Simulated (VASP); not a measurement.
# GaAs (GaAs (F-43m)) (F-43m) in VASP: single point with PBE

Aim: the single point of GaAs (GaAs (F-43m)) with PBE.

Program: VASP 6.6.1. These are calculated values, not measurements. Logs are shortened: lines on timing, memory, paths and dates and some standing lists are left out, and cuts for length are marked.

## (1) The cell of the first run

It takes space group F-43m (No. 216, cubic). Conventional cell: a = 5.665 Å, b = 5.665 Å, c = 5.665 Å, α = 90.00°, β = 90.00°, γ = 90.00°. Ga (site symmetry -43m) has 4 As at 2.45 Å within 3.2 Å. As (site symmetry -43m) has 4 Ga at 2.45 Å within 3.2 Å.

## (2) Single point, PBE

Input file INCAR:

```
PREC = Accurate
ENCUT = 500
EDIFF = 1E-6
ISMEAR = -1
SIGMA = 0.01
LREAL = F
LASPH = T
NELM = 120
ALGO = Normal
ISIF = 2
LWAVE = F
LCHARG = F
GGA = PE
NBANDS = 16
GGA_COMPAT = F
```

Input file KPOINTS:

```
regular mesh
0
Gamma
  4 4 4
```

Input file POSCAR:

```
GaAs
1.0
    0.0000000000      2.8324871025      2.8324871025
    2.8324871025      0.0000000000      2.8324871025
    2.8324871025      2.8324871025      0.0000000000
Ga As
1 1
Direct
    0.0000000000      0.0000000000      0.0000000000
    0.7500000000      0.7500000000      0.7500000000
```

Potentials or basis: VASP PAW PBE potentials, release 64 (Ga_d, As).

Command:

```
$ cat potpaw_PBE.64/Ga_d/POTCAR potpaw_PBE.64/As/POTCAR > POTCAR
$ mpirun -np 1 vasp_std > vasp.out
```

OUTCAR:

```text
PREC = Accurate
   ENCUT = 500
   EDIFF = 1E-6
   ISMEAR = -1
   LREAL = F
   LASPH = T
   NELM = 120
   ISIF = 2
   GGA = PE

 ion  position               nearest neighbor table
   1  0.000  0.000  0.000-   2 2.45   2 2.45   2 2.45   2 2.45
   2  0.750  0.750  0.750-   1 2.45   1 2.45   1 2.45   1 2.45

  LATTYP: Found a face centered cubic cell.
 ALAT       =     5.6649742050

  Lattice vectors:

 A1 = (   0.0000000000,   2.8324871025,   2.8324871025)
 A2 = (   2.8324871025,   0.0000000000,   2.8324871025)
 A3 = (   2.8324871025,   2.8324871025,   0.0000000000)

Analysis of symmetry for initial positions (statically):
=====================================================================
 Subroutine PRICEL returns:
 Original cell was already a primitive cell.

 Routine SETGRP: Setting up the symmetry group for a
 face centered cubic supercell.

 Subroutine GETGRP returns: Found 24 space group operations
 (whereof 24 operations were pure point group operations)
 out of a pool of 48 trial point group operations.

The static configuration has the point symmetry T_d .

Analysis of symmetry for dynamics (positions and initial velocities):
=====================================================================
 Subroutine PRICEL returns:
 Original cell was already a primitive cell.

 Routine SETGRP: Setting up the symmetry group for a
 face centered cubic supercell.

 Subroutine GETGRP returns: Found 24 space group operations
 (whereof 24 operations were pure point group operations)
 out of a pool of 48 trial point group operations.

The dynamic configuration has the point symmetry T_d .

 Subroutine INISYM returns: Found 24 space group operations
 (whereof 24 operations are pure point group operations),
 and found     1 'primitive' translations

----------------------------------------------------------------------------------------

                                     Primitive cell

  volume of cell :      45.4500

  direct lattice vectors                    reciprocal lattice vectors
     0.000000000  2.832487103  2.832487103    -0.176523310  0.176523310  0.176523310
     2.832487103  0.000000000  2.832487103     0.176523310 -0.176523310  0.176523310
     2.832487103  2.832487103  0.000000000     0.176523310  0.176523310 -0.176523310

  length of vectors
     4.005741676  4.005741676  4.005741676     0.305747342  0.305747342  0.305747342

  position of ions in fractional coordinates (direct lattice)
     0.000000000  0.000000000  0.000000000
     0.750000000  0.750000000  0.750000000

  ion indices of the primitive-cell ions
   primitive index   ion index
                 1           1
                 2           2

----------------------------------------------------------------------------------------

 KPOINTS: regular mesh

Automatic generation of k-mesh.
 Grid dimensions read from file:
 generate k-points for:    4    4    4

 Generating k-lattice:

  Cartesian coordinates                     Fractional coordinates (reciprocal lattice)
    -0.044130828  0.044130828  0.044130828     0.250000000  0.000000000  0.000000000
     0.044130828 -0.044130828  0.044130828     0.000000000  0.250000000  0.000000000
     0.044130828  0.044130828 -0.044130828     0.000000000  0.000000000  0.250000000

  Length of vectors
     0.076436836  0.076436836  0.076436836

  Shift w.r.t. Gamma in fractional coordinates (k-lattice)
     0.000000000  0.000000000  0.000000000

 Subroutine IBZKPT returns following result:
 ===========================================

 Found      8 irreducible k-points:

 Following reciprocal coordinates:
            Coordinates               Weight
  0.000000  0.000000  0.000000      1.000000
  0.250000  0.000000  0.000000      8.000000
  0.500000  0.000000  0.000000      4.000000
  0.250000  0.250000  0.000000      6.000000
  0.500000  0.250000  0.000000     24.000000
 -0.250000  0.250000  0.000000     12.000000
  0.500000  0.500000  0.000000      3.000000
 -0.250000  0.500000  0.250000      6.000000
   k-points           NKPTS =      8   k-points in BZ     NKDIM =      8   number of bands    NBANDS=     16
   number of dos      NEDOS =    301   number of ions     NIONS =      2
   total plane-waves  NPLWV =  27000
   dimension x,y,z NGX =    30 NGY =   30 NGZ =   30
   dimension x,y,z NGXF=    60 NGYF=   60 NGZF=   60
   ions per type =               1   1
   NGX,Y,Z   is equivalent  to a cutoff of  12.45, 12.45, 12.45 a.u.
   NGXF,Y,Z  is equivalent  to a cutoff of  24.90, 24.90, 24.90 a.u.
 SYSTEM =  unknown system
   PREC   = accura    normal or accurate (medium, high low for compatibility)
   ISTART =      0    job   : 0-new  1-cont  2-samecut
   ICHARG =      2    charge: 1-file 2-atom 10-const
   ISPIN  =      1    spin polarized calculation?
   LNONCOLLINEAR =      F non collinear calculations
   LSORBIT =      F    spin-orbit coupling
   LASPH  =      T    aspherical Exc in radial PAW
   ENCUT  =  500.0 eV  36.75 Ry    6.06 a.u.   7.30  7.30  7.30*2*pi/ulx,y,z
   NELM   =    120;   NELMIN=  2; NELMDL= -5     # of ELM steps
   EDIFF  = 0.1E-05   stopping-criterion for ELM
   LREAL  =      F    real-space projection
   EDIFFG = 0.1E-04   stopping-criterion for IOM
   NSW    =      0    number of steps for IOM
   IBRION =     -1    ionic relax: 0-MD 1-quasi-New 2-CG
   NFREE  =      0    steps in history (QN), initial steepest desc. (CG)
   ISIF   =      2    stress and relaxation
   ISYM   =      2    0-nonsym 1-usesym 2-fastsym
   POTIM  = 0.5000    time-step for ionic-motion
   TEBEG  =    0.0;   TEEND  =   0.0 temperature during run
   PSTRESS=    0.0 pullay stress
   NELECT =      18.0000    total number of electrons
   NUPDOWN=      -1.0000    fix difference up-down
   EMIN   =  10.00;   EMAX   =-10.00  energy-range for DOS
   EFERMI =   0.00;   METHOD = LEGACY
   ISMEAR =    -1;   SIGMA  =   0.01  broadening in eV -4-tet -1-fermi 0-gaus
   EFERMI_NEDOS =   21; number of points for ismear=-14 and -15
   IALGO  =     38    algorithm
   IMIX   =      4    mixing-type and parameters
     AMIX     =   0.40;   BMIX     =  1.00
     AMIX_MAG =   1.60;   BMIX_MAG =  1.00
  volume/ion in A,a.u.               =      22.72       153.36
  Fermi-wavevector in a.u.,A,eV,Ry     =   1.202230  2.271886 19.665290  1.445358
  Thomas-Fermi vector in A             =   2.338018
   LORBIT       =      0    0 simple, 1 ext, 2 COOP (PROOUT), +10 PAW based schemes
   GGA     = PE    functional components
   LHFCALC =     F    Hartree Fock is set to
   AEXX    =    0.0000 exact exchange contribution
   IVDW    =     0    specifies the selected vdW correction
   LEPSILON=     F    determine dielectric tensor
   LRPA    =     F    only Hartree local field effects (RPA)
 non-spin polarized calculation
  energy-cutoff  :      500.00
  volume of cell :       45.45
 maximum number of plane-waves:      1174
 NGX is ok and might be reduce to    30
   NGX = 15   NGY = 15   NGZ = 15

 number of electron      17.9999991 magnetization

 Free energy of the ion-electron system (eV)
  ---------------------------------------------------
  ext. energy  EPLUGINS =         0.00000000
  ---------------------------------------------------
  free energy    TOTEN  =        -8.07897838 eV

  energy without entropy =       -8.07897838  energy(sigma->0) =       -8.07897838

 E-fermi :   4.1485     XC(G=0):  -9.5337

 val. band max:        3.9252026202   @ k =   0.0000   0.0000   0.0000
 cond. band min:       4.3889147149   @ k =   0.0000   0.0000   0.0000
 fundamental gap:      0.4637120948
 Fermi energy:         4.1484629719

 k-point     1 :       0.0000    0.0000    0.0000
  band No.  band energies     occupation
      1     -10.9282      2.00000
      2     -10.9282      2.00000
      3     -10.9282      2.00000
      4     -10.8519      2.00000
      5     -10.8519      2.00000
      6      -8.7602      2.00000
[... 8 lines left out ...]
     15      14.0034      0.00000
     16      14.0034      0.00000

 k-point     2 :       0.2500    0.0000    0.0000
  band No.  band energies     occupation
      1     -10.9685      2.00000
      2     -10.9173      2.00000
      3     -10.9173      2.00000
      4     -10.8516      2.00000
      5     -10.8516      2.00000
      6      -8.0732      2.00000
[... 8 lines left out ...]
     15      12.9158      0.00000
     16      12.9158      0.00000

 k-point     3 :       0.5000    0.0000    0.0000
  band No.  band energies     occupation
      1     -11.0033      2.00000
      2     -10.9095      2.00000
      3     -10.9095      2.00000
      4     -10.8481      2.00000
      5     -10.8481      2.00000
      6      -7.0078      2.00000
[... 8 lines left out ...]
     15      15.7415      0.00000
     16      15.7415      0.00000

 k-point     4 :       0.2500    0.2500    0.0000
  band No.  band energies     occupation
      1     -10.9884      2.00000
      2     -10.9049      2.00000
      3     -10.9049      2.00000
      4     -10.8631      2.00000
      5     -10.8457      2.00000
      6      -7.8390      2.00000
[... 8 lines left out ...]
     15      15.0027      0.00000
     16      15.2871      0.00000

 k-point     5 :       0.5000    0.2500    0.0000
  band No.  band energies     occupation
      1     -11.0148      2.00000
      2     -10.8990      2.00000
      3     -10.8939      2.00000
      4     -10.8624      2.00000
      5     -10.8450      2.00000
      6      -6.7190      2.00000
[... 8 lines left out ...]
     15      15.8910      0.00000
     16      16.4574      0.00000

 k-point     6 :      -0.2500    0.2500    0.0000
  band No.  band energies     occupation
      1     -11.0005      2.00000
      2     -10.9058      2.00000
      3     -10.9037      2.00000
      4     -10.8537      2.00000
      5     -10.8516      2.00000
      6      -7.1312      2.00000
[... 8 lines left out ...]
     15      14.2257      0.00000
     16      16.5621      0.00000

 k-point     7 :       0.5000    0.5000    0.0000
  band No.  band energies     occupation
      1     -11.0344      2.00000
      2     -10.8805      2.00000
      3     -10.8805      2.00000
      4     -10.8767      2.00000
      5     -10.8394      2.00000
      6      -6.2686      2.00000
[... 8 lines left out ...]
     15      17.1763      0.00000
     16      17.2325      0.00000

 k-point     8 :      -0.2500    0.5000    0.2500
  band No.  band energies     occupation
      1     -11.0216      2.00000
      2     -10.8982      2.00000
      3     -10.8851      2.00000
      4     -10.8624      2.00000
      5     -10.8479      2.00000
      6      -6.2117      2.00000
[... 8 lines left out ...]
     15      16.0652      0.00000
     16      17.1912      0.00000

------------------------ aborting loop because EDIFF is reached ----------------------------------------

  FORCE on cell =-STRESS in cart. coord.  units (eV):
  Direction    XX          YY          ZZ          XY          YZ          ZX
  --------------------------------------------------------------------------------------
  -------------------------------------------------------------------------------------
  Total        0.9191339      0.9191339      0.9191339     -0.0000000      0.0000000      0.0000000
  in kB       32.4007875     32.4007875     32.4007875     -0.0000000      0.0000000      0.0000000
  external PRESSURE =      32.4007875 kB  Pullay stress =       0.0000000 kB

 VOLUME and BASIS-vectors are now :
 -----------------------------------------------------------------------------
  energy-cutoff  :      500.00
  volume of cell :       45.45
      direct lattice vectors                 reciprocal lattice vectors
     0.000000000  2.832487103  2.832487103    -0.176523310  0.176523310  0.176523310
     2.832487103  0.000000000  2.832487103     0.176523310 -0.176523310  0.176523310
     2.832487103  2.832487103  0.000000000     0.176523310  0.176523310 -0.176523310

 POSITION                                       TOTAL-FORCE (eV/Angst)
 -----------------------------------------------------------------------------------
      0.00000      0.00000      0.00000         0.000000      0.000000      0.000000
      4.24873      4.24873      4.24873        -0.000000     -0.000000     -0.000000
 -----------------------------------------------------------------------------------
    total drift:                                0.000000      0.000000     -0.000000

  FREE ENERGIE OF THE ION-ELECTRON SYSTEM (eV)
  ---------------------------------------------------
  free  energy   TOTEN  =        -8.0789783762 eV

  energy  without entropy=       -8.0789783762  energy(sigma->0) =       -8.07897838
```

Run time: 12 s. Hardware: 1 thread of AMD EPYC 7R13 (Zen 3), shared host; peak memory 0.13 GiB.

Results:

```yaml
Free_energy: -8.0790 eV
Pressure: 3.2 GPa
Band_gap_on_the_k_mesh: 0.46 eV, direct
```

Levels at points of the mesh, in eV from the valence-band top:
| k point | band 7 | band 8 | band 9 | band 10 | band 11 | band 12 |
| --- | --- | --- | --- | --- | --- | --- |
| (0.00, 0.00, 0.00) | 0.00 | 0.00 | 0.00 | 0.46 | 3.69 | 3.69 |
| (0.50, 0.00, 0.00) | -6.63 | -1.14 | -1.14 | 0.96 | 4.60 | 4.60 |
| (0.50, 0.50, 0.00) | -6.82 | -2.67 | -2.67 | 1.45 | 1.64 | 10.10 |

Caveat: the k points lie up to 0.48 Å⁻¹ apart.
